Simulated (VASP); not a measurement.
# MgS (Imm2) in VASP: a series of runs

MgS is run at these levels: PBE, r2SCAN; tasks: single point.

Everything below comes from runs of VASP 6.6.1. Logs are shortened: lines on timing, memory, paths and dates and some standing lists are left out, and cuts for length are marked.

### Step 1. The cell of the first run

Symmetry: Imm2, No. 44, orthorhombic system. The conventional cell has a = 3.913 Å, b = 4.094 Å, c = 5.662 Å, α = 90.00°, β = 90.00°, γ = 90.00°. Mg (site symmetry mm2) has 4 S at 2.44 to 2.46 Å within 3.2 Å. S (site symmetry mm2) has 4 Mg at 2.44 to 2.46 Å within 3.2 Å.

### Step 2. Single point, PBE (shear xy strain +4.5%)

File INCAR:

```
SYSTEM = MgS
PREC     = Accurate       ! precision mode
ENCUT    = 520            ! plane-wave cutoff, eV
EDIFF    = 1E-6           ! SCF threshold, eV
ISMEAR   = -1             ! smearing method
SIGMA    = 0.02           ! smearing width, eV
LREAL    = .False.        ! projectors in reciprocal space
LASPH    = .True.         ! aspherical terms in the spheres
NELM     = 60             ! most SCF steps
ALGO     = Normal         ! electronic algorithm
ISIF     = 2              ! what is computed and relaxed
LWAVE    = .False.        ! write WAVECAR
LCHARG   = .False.        ! write CHGCAR
GGA      = PE             ! functional
NBANDS   = 11             ! bands
```

File KPOINTS:

```
Automatic mesh
0
Gamma
  8 8 8
  0 0 0
```

File POSCAR:

```
MgS
1.0
    0.0638362727      2.8308768389      2.8308768389
    2.8308768389      0.0638362727      2.8308768389
    2.8947131117      2.8947131117      0.0000000001
Mg S
1 1
Direct
    0.0042168796      0.0042168796     -0.0042168796
    0.2457831204      0.2457831204      0.2542168796
```

Potentials or basis: VASP PAW PBE potentials, release 64 (Mg, S).

Command:

```console
cat potpaw_PBE.64/Mg/POTCAR potpaw_PBE.64/S/POTCAR > POTCAR
mpirun -np 1 vasp_std > vasp.out
```

OUTCAR:

```text
SYSTEM = MgS
   PREC = Accurate
   ENCUT = 520
   EDIFF = 1E-6
   ISMEAR = -1
   LREAL = .False.
   LASPH = .True.
   NELM = 60
   ISIF = 2
   GGA = PE

 ion  position               nearest neighbor table
   1  0.004  0.004  0.996-   2 2.44   2 2.44   2 2.46   2 2.46
   2  0.246  0.246  0.254-   1 2.44   1 2.44   1 2.46   1 2.46

  LATTYP: Found a body centered orthorhombic cell.
 ALAT       =     3.9131862964
 B/A-ratio  =     1.0461404676
 C/A-ratio  =     1.4468397998

  Lattice vectors:

 A1 = (   2.8308768390,   0.0638362728,  -2.8308768388)
 A2 = (  -2.8308768389,  -0.0638362727,  -2.8308768389)
 A3 = (   0.0638362727,   2.8308768389,   2.8308768389)

Analysis of symmetry for initial positions (statically):
=====================================================================
 Subroutine PRICEL returns:
 Original cell was already a primitive cell.

 Routine SETGRP: Setting up the symmetry group for a
 body centered orthorhombic supercell.

 Subroutine GETGRP returns: Found  4 space group operations
 (whereof  4 operations were pure point group operations)
 out of a pool of  8 trial point group operations.

The static configuration has the point symmetry C_2v.

Analysis of symmetry for dynamics (positions and initial velocities):
=====================================================================
 Subroutine PRICEL returns:
 Original cell was already a primitive cell.

 Routine SETGRP: Setting up the symmetry group for a
 body centered orthorhombic supercell.

 Subroutine GETGRP returns: Found  4 space group operations
 (whereof  4 operations were pure point group operations)
 out of a pool of  8 trial point group operations.

The dynamic configuration has the point symmetry C_2v.

 Subroutine INISYM returns: Found  4 space group operations
 (whereof  4 operations are pure point group operations),
 and found     1 'primitive' translations

----------------------------------------------------------------------------------------

                                     Primitive cell

  volume of cell :      45.3495

  direct lattice vectors                    reciprocal lattice vectors
     0.063836273  2.830876839  2.830876839    -0.180698471  0.180698471  0.176623721
     2.830876839  0.063836273  2.830876839     0.180698471 -0.180698471  0.176623721
[... 91 lines left out ...]
   ISIF   =      2    stress and relaxation
   ISYM   =      2    0-nonsym 1-usesym 2-fastsym
   POTIM  = 0.5000    time-step for ionic-motion
   TEBEG  =    0.0;   TEEND  =   0.0 temperature during run
   PSTRESS=    0.0 pullay stress
   NELECT =       8.0000    total number of electrons
   NUPDOWN=      -1.0000    fix difference up-down
   EMIN   =  10.00;   EMAX   =-10.00  energy-range for DOS
   EFERMI =   0.00;   METHOD = LEGACY
   ISMEAR =    -1;   SIGMA  =   0.02  broadening in eV -4-tet -1-fermi 0-gaus
   EFERMI_NEDOS =   21; number of points for ismear=-14 and -15
   IALGO  =     38    algorithm
   IMIX   =      4    mixing-type and parameters
     AMIX     =   0.40;   BMIX     =  1.00
     AMIX_MAG =   1.60;   BMIX_MAG =  1.00
  volume/ion in A,a.u.               =      22.67       153.02
  Fermi-wavevector in a.u.,A,eV,Ry     =   0.918151  1.735054 11.469731  0.843001
  Thomas-Fermi vector in A             =   2.043200
   LORBIT       =      0    0 simple, 1 ext, 2 COOP (PROOUT), +10 PAW based schemes
   GGA     = PE    functional components
   LHFCALC =     F    Hartree Fock is set to
   AEXX    =    0.0000 exact exchange contribution
   IVDW    =     0    specifies the selected vdW correction
   LEPSILON=     F    determine dielectric tensor
   LRPA    =     F    only Hartree local field effects (RPA)
 non-spin polarized calculation
  energy-cutoff  :      520.00
  volume of cell :       45.35
 maximum number of plane-waves:      1241
 NGX is ok and might be reduce to    30
   NGX = 15   NGY = 15   NGZ = 15

 number of electron       8.0000000 magnetization

 Free energy of the ion-electron system (eV)
  ---------------------------------------------------
  ext. energy  EPLUGINS =         0.00000000
  ---------------------------------------------------
  free energy    TOTEN  =        -8.46196384 eV

  energy without entropy =       -8.46196384  energy(sigma->0) =       -8.46196384

 E-fermi :   1.5902     XC(G=0):  -8.3936

 val. band max:        1.2090863821   @ k =   0.0000   0.0000   0.0000
 cond. band min:       4.5061422534   @ k =   0.0000   0.0000   0.0000
 fundamental gap:      3.2970558712
 Fermi energy:         1.5902497873

 k-point     1 :       0.0000    0.0000    0.0000
  band No.  band energies     occupation
      1     -10.1982      2.00000
      2       0.9475      2.00000
      3       1.0650      2.00000
      4       1.2091      2.00000
      5       4.5061      0.00000
      6       8.7316      0.00000
      7       9.0434      0.00000
      8       9.3245      0.00000
      9      11.8998      0.00000
     10      11.9233      0.00000
     11      14.7590      0.00000
[... 309 lines left out ...]
 k-point    24 :       0.2500    0.0000    0.1250
  band No.  band energies     occupation
      1      -9.8895      2.00000
      2      -0.4415      2.00000
      3       0.6770      2.00000
      4       0.7539      2.00000
      5       6.1425      0.00000
      6       8.2058      0.00000
      7       9.1058      0.00000
      8       9.7421      0.00000
      9      10.6058      0.00000
     10      12.3504      0.00000
     11      14.3858      0.00000

 [... further k-points ...]

------------------------ aborting loop because EDIFF is reached ----------------------------------------

  FORCE on cell =-STRESS in cart. coord.  units (eV):
  Direction    XX          YY          ZZ          XY          YZ          ZX
  --------------------------------------------------------------------------------------
  -------------------------------------------------------------------------------------
  Total        0.2648161      0.2648161      0.2450341     -0.3878032     -0.0000000     -0.0000000
  in kB        9.3558418      9.3558418      8.6569552    -13.7009263     -0.0000000     -0.0000000
  external PRESSURE =       9.1228796 kB  Pullay stress =       0.0000000 kB

 VOLUME and BASIS-vectors are now :
 -----------------------------------------------------------------------------
  energy-cutoff  :      520.00
  volume of cell :       45.35
      direct lattice vectors                 reciprocal lattice vectors
     0.063836273  2.830876839  2.830876839    -0.180698471  0.180698471  0.176623721
     2.830876839  0.063836273  2.830876839     0.180698471 -0.180698471  0.176623721
     2.894713112  2.894713112  0.000000000     0.172728689  0.172728689 -0.176623721

 POSITION                                       TOTAL-FORCE (eV/Angst)
 -----------------------------------------------------------------------------------
      2.89471      2.89471      0.02387        -0.000000     -0.000000      0.007271
      1.44736      1.44736      1.39156         0.000000      0.000000     -0.007271
 -----------------------------------------------------------------------------------
    total drift:                                0.000000      0.000000      0.000230

  FREE ENERGIE OF THE ION-ELECTRON SYSTEM (eV)
  ---------------------------------------------------
  free  energy   TOTEN  =        -8.4619638413 eV

  energy  without entropy=       -8.4619638412  energy(sigma->0) =       -8.46196384
```

OSZICAR:

```text
N       E                     dE             d eps       ncg     rms          rms(c)
DAV:   1     0.245551193491E+02    0.24555E+02   -0.33452E+03  2122   0.571E+02
DAV:   2    -0.702972005821E+01   -0.31585E+02   -0.30208E+02  2538   0.983E+01
DAV:   3    -0.896686885583E+01   -0.19371E+01   -0.19341E+01  2594   0.267E+01
DAV:   4    -0.898234373564E+01   -0.15475E-01   -0.15473E-01  2570   0.285E+00
DAV:   5    -0.898252935005E+01   -0.18561E-03   -0.18561E-03  2585   0.307E-01    0.405E+00
DAV:   6    -0.849027799399E+01    0.49225E+00   -0.12308E+00  2321   0.412E+00    0.310E+00
DAV:   7    -0.845512988480E+01    0.35148E-01   -0.27116E-01  2523   0.212E+00    0.243E+00
DAV:   8    -0.846265441835E+01   -0.75245E-02   -0.23879E-02  2318   0.930E-01    0.138E+00
DAV:   9    -0.846174775184E+01    0.90667E-03   -0.25144E-03  2351   0.248E-01    0.441E-01
DAV:  10    -0.846195013720E+01   -0.20239E-03   -0.63702E-04  2387   0.119E-01    0.717E-02
DAV:  11    -0.846196189007E+01   -0.11753E-04   -0.48848E-05  2549   0.296E-02    0.511E-02
DAV:  12    -0.846196403733E+01   -0.21473E-05   -0.51880E-06  2450   0.118E-02    0.179E-02
DAV:  13    -0.846196384126E+01    0.19608E-06   -0.91447E-07  2414   0.412E-03
   1 F= -.84619638E+01 E0= -.84619638E+01  d E =-.119144E-10
```

It took 22 s on 1 thread of AMD EPYC 9R45 (Zen 5), shared host; peak memory 0.17 GiB.

What came out:

- Free energy: -8.4620 eV
- Pressure: 0.9 GPa
- Largest force: 0.007 eV/Å
- Band gap on the k mesh: 3.30 eV

Forces on the atoms (eV/Å):
```
Mg   0.000  0.000  0.007
S    0.000  0.000 -0.007
```

Caveat: the cell differs from its parent crystal (shear xy strain +4.5%). A k mesh can miss the band edges.

### Step 3. Single point, r2SCAN (shear xy strain +4.5%)

POSCAR is that of step 2.

File INCAR.step1:

```
SYSTEM = MgS
PREC = Accurate
ENCUT = 520
ISMEAR = 0
SIGMA = 0.01
LREAL = .False.
LASPH = .True.
NELM = 100
NBANDS = 11
GGA = PE
ALGO = Normal
EDIFF = 1E-4
LWAVE = .True.
LCHARG = .False.
```

File INCAR.step2:

```
SYSTEM = MgS
PREC = Accurate
ENCUT = 520
EDIFF = 1E-7
ISMEAR = 0
SIGMA = 0.01
LREAL = .False.
LASPH = .True.
NELM = 100
ALGO = Normal
ISIF = 2
LWAVE = .False.
LCHARG = .False.
METAGGA = R2SCAN
LMIXTAU = .True.
NBANDS = 11
ISTART = 1
```

KPOINTS is that of step 2.

Potentials or basis: VASP PAW PBE potentials, release 64 (Mg, S).

Command:

```console
cat potpaw_PBE.64/Mg/POTCAR potpaw_PBE.64/S/POTCAR > POTCAR
cp INCAR.step1 INCAR
mpirun -np 1 vasp_std > vasp.out
cp INCAR.step2 INCAR
mpirun -np 1 vasp_std > vasp.out
```

It took 2 min on 1 thread of AMD EPYC 9R45 (Zen 5), shared host; peak memory 0.17 GiB.

It converged, with:

```
Free energy            : -15.4413 eV
Pressure               : -0.3 GPa
Band gap on the k mesh : 3.96 eV
```

Forces on the atoms (eV/Å):
```
Mg   0.000  0.000 -0.003
S    0.000  0.000  0.003
```

Stress tensor (GPa, compression positive):
```
-0.26 -1.47  0.00
-1.47 -0.26  0.00
 0.00  0.00 -0.34
```

Levels at points of the mesh, in eV from the valence-band top:
```
           k point  band 1  band 2  band 3  band 4  band 5  band 6  band 7  band 8
(0.00, 0.00, 0.00)  -11.89   -0.27   -0.15    0.00    3.96    8.15    8.47    8.76
(0.50, 0.00, 0.00)  -11.15   -3.25   -0.60   -0.50    5.54    7.83    8.06    9.12
(0.50, 0.50, 0.00)  -10.96   -2.97   -1.39   -0.99    4.13    6.16   11.98   13.05
(0.00, 0.00, 0.50)  -11.22   -3.34   -0.46   -0.33    5.74    8.07    8.33    9.09
(0.50, 0.00, 0.50)  -10.96   -2.96   -1.19   -1.19    4.17    6.11   11.88   13.11
```

Caveat: the cell differs from its parent crystal (shear xy strain +4.5%); the PAW data sets were made with another functional, which shifts forces and pressure a little.
